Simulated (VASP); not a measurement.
# Pd (Fm-3m) in VASP: further runs, part 2 of 2

VASP 6.6.1. The steps go on from the part before.

**3. Relaxation of cell and atoms, PBEsol**

This run uses another cell than the first one, of 14.75 Å³/atom.

INCAR reads:

```
PREC     = Accurate       # precision mode
ENCUT    = 600            # plane-wave cutoff, eV
EDIFF    = 1E-6           # SCF threshold, eV
ISMEAR   = -1             # smearing method
SIGMA    = 0.05           # smearing width, eV
LREAL    = False          # projectors in reciprocal space
LASPH    = True           # aspherical terms in the spheres
NELM     = 60             # most SCF steps
ALGO     = Normal         # electronic algorithm
ISIF     = 3              # what is computed and relaxed
LWAVE    = False          # write WAVECAR
LCHARG   = False          # write CHGCAR
GGA      = PS             # functional
IBRION   = 2              # ionic algorithm
NSW      = 80             # ionic steps
EDIFFG   = -0.01          # ionic threshold
```

KPOINTS reads:

```
Automatic mesh
0
Gamma
  11 11 11
```

POSCAR reads:

```
Pd
1.0
    0.0000000000      1.9465000000      1.9465000000
    1.9465000000      0.0000000000      1.9465000000
    1.9465000000      1.9465000000      0.0000000000
Pd
1
Direct
    0.0000000000      0.0000000000      0.0000000000
```

Potentials or basis: VASP PAW PBE potentials, release 64 (Pd).

Started as:

```
cat potpaw_PBE.64/Pd/POTCAR > POTCAR
mpirun -np 1 vasp_std > vasp.out
```

OUTCAR:

```text
PREC = Accurate
   ENCUT = 600
   EDIFF = 1E-6
   ISMEAR = -1
   LREAL = False
   LASPH = True
   NELM = 60
   ISIF = 3
   GGA = PS
   IBRION = 2
   NSW = 80
   EDIFFG = -0.01

 ion  position               nearest neighbor table
   1  0.000  0.000  0.000-

  LATTYP: Found a face centered cubic cell.
 ALAT       =     3.8930000000

  Lattice vectors:

 A1 = (   0.0000000000,   1.9465000000,   1.9465000000)
 A2 = (   1.9465000000,   0.0000000000,   1.9465000000)
 A3 = (   1.9465000000,   1.9465000000,   0.0000000000)

Analysis of symmetry for initial positions (statically):
=====================================================================
 Subroutine PRICEL returns:
 Original cell was already a primitive cell.

 Routine SETGRP: Setting up the symmetry group for a
 face centered cubic supercell.

 Subroutine GETGRP returns: Found 48 space group operations
 (whereof 48 operations were pure point group operations)
 out of a pool of 48 trial point group operations.

The static configuration has the point symmetry O_h .

Analysis of symmetry for dynamics (positions and initial velocities):
=====================================================================
 Subroutine PRICEL returns:
 Original cell was already a primitive cell.

 Routine SETGRP: Setting up the symmetry group for a
 face centered cubic supercell.

 Subroutine GETGRP returns: Found 48 space group operations
 (whereof 48 operations were pure point group operations)
 out of a pool of 48 trial point group operations.

The dynamic configuration has the point symmetry O_h .

 Subroutine INISYM returns: Found 48 space group operations
 (whereof 48 operations are pure point group operations),
 and found     1 'primitive' translations

----------------------------------------------------------------------------------------

                                     Primitive cell

  volume of cell :      14.7500

  direct lattice vectors                    reciprocal lattice vectors
     0.000000000  1.946500000  1.946500000    -0.256871307  0.256871307  0.256871307
     1.946500000  0.000000000  1.946500000     0.256871307 -0.256871307  0.256871307
     1.946500000  1.946500000  0.000000000     0.256871307  0.256871307 -0.256871307

  length of vectors
     2.752766699  2.752766699  2.752766699     0.444914156  0.444914156  0.444914156

  position of ions in fractional coordinates (direct lattice)
     0.000000000  0.000000000  0.000000000

  ion indices of the primitive-cell ions
   primitive index   ion index
                 1           1

----------------------------------------------------------------------------------------

 KPOINTS: Automatic mesh

Automatic generation of k-mesh.
 Grid dimensions read from file:
 generate k-points for:   11   11   11

 Generating k-lattice:

  Cartesian coordinates                     Fractional coordinates (reciprocal lattice)
    -0.023351937  0.023351937  0.023351937     0.090909091  0.000000000  0.000000000
     0.023351937 -0.023351937  0.023351937     0.000000000  0.090909091  0.000000000
     0.023351937  0.023351937 -0.023351937     0.000000000  0.000000000  0.090909091

  Length of vectors
     0.040446741  0.040446741  0.040446741

  Shift w.r.t. Gamma in fractional coordinates (k-lattice)
     0.000000000  0.000000000  0.000000000

 Subroutine IBZKPT returns following result:
 ===========================================

 Found     56 irreducible k-points:

 Following reciprocal coordinates:
            Coordinates               Weight
  0.000000  0.000000  0.000000      1.000000
  0.090909  0.000000  0.000000      8.000000
  0.181818  0.000000  0.000000      8.000000
  0.272727  0.000000  0.000000      8.000000
  0.363636  0.000000  0.000000      8.000000
  0.454545  0.000000  0.000000      8.000000
[... 16 lines left out ...]
 -0.272727  0.181818  0.000000     24.000000
 -0.181818  0.181818  0.000000     12.000000
 [... further k-points ...]
   k-points           NKPTS =     56   k-points in BZ     NKDIM =     56   number of bands    NBANDS=      9
   number of dos      NEDOS =    301   number of ions     NIONS =      1
   total plane-waves  NPLWV =  13824
   dimension x,y,z NGX =    24 NGY =   24 NGZ =   24
   dimension x,y,z NGXF=    48 NGYF=   48 NGZF=   48
   ions per type =               1
   NGX,Y,Z   is equivalent  to a cutoff of  14.49, 14.49, 14.49 a.u.
   NGXF,Y,Z  is equivalent  to a cutoff of  28.99, 28.99, 28.99 a.u.
 SYSTEM =  unknown system
   PREC   = accura    normal or accurate (medium, high low for compatibility)
   ISTART =      0    job   : 0-new  1-cont  2-samecut
   ICHARG =      2    charge: 1-file 2-atom 10-const
   ISPIN  =      1    spin polarized calculation?
   LNONCOLLINEAR =      F non collinear calculations
   LSORBIT =      F    spin-orbit coupling
   LASPH  =      T    aspherical Exc in radial PAW
   ENCUT  =  600.0 eV  44.10 Ry    6.64 a.u.   5.50  5.50  5.50*2*pi/ulx,y,z
   NELM   =     60;   NELMIN=  2; NELMDL= -5     # of ELM steps
   EDIFF  = 0.1E-05   stopping-criterion for ELM
   LREAL  =      F    real-space projection
   EDIFFG = -.1E-01   stopping-criterion for IOM
   NSW    =     80    number of steps for IOM
   IBRION =      2    ionic relax: 0-MD 1-quasi-New 2-CG
   NFREE  =      1    steps in history (QN), initial steepest desc. (CG)
   ISIF   =      3    stress and relaxation
   ISYM   =      2    0-nonsym 1-usesym 2-fastsym
   POTIM  = 0.5000    time-step for ionic-motion
   TEBEG  =    0.0;   TEEND  =   0.0 temperature during run
   PSTRESS=    0.0 pullay stress
   NELECT =      10.0000    total number of electrons
   NUPDOWN=      -1.0000    fix difference up-down
   EMIN   =  10.00;   EMAX   =-10.00  energy-range for DOS
   EFERMI =   0.00;   METHOD = LEGACY
   ISMEAR =    -1;   SIGMA  =   0.05  broadening in eV -4-tet -1-fermi 0-gaus
   EFERMI_NEDOS =   21; number of points for ismear=-14 and -15
   IALGO  =     38    algorithm
   IMIX   =      4    mixing-type and parameters
     AMIX     =   0.40;   BMIX     =  1.00
     AMIX_MAG =   1.60;   BMIX_MAG =  1.00
  volume/ion in A,a.u.               =      14.75        99.54
  Fermi-wavevector in a.u.,A,eV,Ry     =   1.438171  2.717748 28.141404  2.068335
  Thomas-Fermi vector in A             =   2.557167
   LORBIT       =      0    0 simple, 1 ext, 2 COOP (PROOUT), +10 PAW based schemes
   GGA     = PS    functional components
   LHFCALC =     F    Hartree Fock is set to
   AEXX    =    0.0000 exact exchange contribution
   IVDW    =     0    specifies the selected vdW correction
   LEPSILON=     F    determine dielectric tensor
   LRPA    =     F    only Hartree local field effects (RPA)
 conjugate gradient relaxation of ions
 non-spin polarized calculation
  energy-cutoff  :      600.00
  volume of cell :       14.75
 maximum number of plane-waves:       531
 NGX is ok and might be reduce to    24
   NGX = 11   NGY = 11   NGZ = 11

--------------------------------------- Ionic step        1  -------------------------------------------

 number of electron      10.0000000 magnetization

 number of electron       9.9999999 magnetization

 Free energy of the ion-electron system (eV)
  ---------------------------------------------------
  ext. energy  EPLUGINS =         0.00000000
  ---------------------------------------------------
  free energy    TOTEN  =        -5.95386089 eV

  energy without entropy =       -5.93242206  energy(sigma->0) =       -5.94314148

------------------------ aborting loop because EDIFF is reached ----------------------------------------

  FORCE on cell =-STRESS in cart. coord.  units (eV):
  Direction    XX          YY          ZZ          XY          YZ          ZX
  --------------------------------------------------------------------------------------
  -------------------------------------------------------------------------------------
  Total       -0.2359649     -0.2359649     -0.2359649      0.0000000      0.0000000      0.0000000
  in kB      -25.6309508    -25.6309508    -25.6309508      0.0000000      0.0000000      0.0000000
  external PRESSURE =     -25.6309508 kB  Pullay stress =       0.0000000 kB
[... 22 lines left out ...]
--------------------------------------- Ionic step        2  -------------------------------------------

 number of electron      10.0000001 magnetization

 E-fermi :  10.2474     XC(G=0): -13.5936

 val. band max:       10.2272847850   @ k =  -0.4545   0.3636   0.0909
 cond. band min:      10.2610227417   @ k =   0.4545   0.1818   0.0000
 fundamental gap:      0.0337379567
 Fermi energy:        10.2474061600

 k-point     1 :       0.0000    0.0000    0.0000
  band No.  band energies     occupation
      1       2.7011      2.00000
      2       7.2076      2.00000
      3       7.2076      2.00000
      4       7.2076      2.00000
      5       8.9333      2.00000
      6       8.9333      2.00000
      7      27.3501      0.00000
      8      32.3161      0.00000
      9      32.3161      0.00000
[... 310 lines left out ...]
--------------------------------------- Ionic step        3  -------------------------------------------

 number of electron      10.0000000 magnetization

 Free energy of the ion-electron system (eV)
  ---------------------------------------------------
  ext. energy  EPLUGINS =         0.00000000
  ---------------------------------------------------
  free energy    TOTEN  =        -5.95541537 eV

  energy without entropy =       -5.93420442  energy(sigma->0) =       -5.94480990

 E-fermi :   9.8701     XC(G=0): -13.4575

 val. band max:        9.8485182799   @ k =  -0.4545   0.3636   0.0909
 cond. band min:       9.8802891422   @ k =   0.4545   0.1818   0.0000
 fundamental gap:      0.0317708623
 Fermi energy:         9.8700782201

 k-point     1 :       0.0000    0.0000    0.0000
  band No.  band energies     occupation
      1       2.4974      2.00000
      2       6.9341      2.00000
      3       6.9341      2.00000
      4       6.9341      2.00000
      5       8.6000      2.00000
      6       8.6000      2.00000
      7      26.9693      0.00000
      8      31.8105      0.00000
      9      31.8105      0.00000
[... 304 lines left out ...]
  FREE ENERGIE OF THE ION-ELECTRON SYSTEM (eV)
  ---------------------------------------------------
  free  energy   TOTEN  =        -5.9554153742 eV

  energy  without entropy=       -5.9342044161  energy(sigma->0) =       -5.94480990

 reached required accuracy - stopping structural energy minimisation
```

It took 20 s on 1 thread of Intel Xeon 8259CL, shared host; peak memory 0.15 GiB.

Results:

```
Free energy                           : -5.9554 eV
Relaxed volume                        : 14.56 Å³/atom
Relaxed cell                          : a = 2.741 Å, b = 2.741 Å, c = 2.741 Å, α = 60.00°, β = 60.00°, γ = 60.00°
Space group after relaxing (to 0.1 Å) : Fm-3m (No. 225)
Energy gained by relaxing             : 1.6 meV/atom
Ionic steps                           : 3
Pressure after relaxing               : -0.1 GPa
Band gap on the k mesh                : zero (bands 5 and 6 overlap by 1.54 eV)
```

Step by step:
| step | energy change (eV) | largest force (eV/Å) | pressure (GPa) | volume (Å³) |
| --- | --- | --- | --- | --- |
| 1 | 0.0000 | 0.0000 | -2.56 | 14.75 |
| 2 | 0.0028 | 0.0000 | 4.45 | 14.25 |
| 3 | -0.0016 | 0.0000 | -0.06 | 14.56 |

Final structure:
```cif
data_structure
_symmetry_space_group_name_H-M 'P 1'
_symmetry_Int_Tables_number 1
_cell_length_a 2.7411
_cell_length_b 2.7411
_cell_length_c 2.7411
_cell_angle_alpha 60.000
_cell_angle_beta 60.000
_cell_angle_gamma 60.000
_cell_volume 14.56
loop_
_atom_site_label
_atom_site_type_symbol
_atom_site_fract_x
_atom_site_fract_y
_atom_site_fract_z
_atom_site_occupancy
Pd1 Pd 0.00000 0.00000 0.00000 1
```

Caveat: the PAW data sets were made with another functional, which shifts forces and pressure a little.
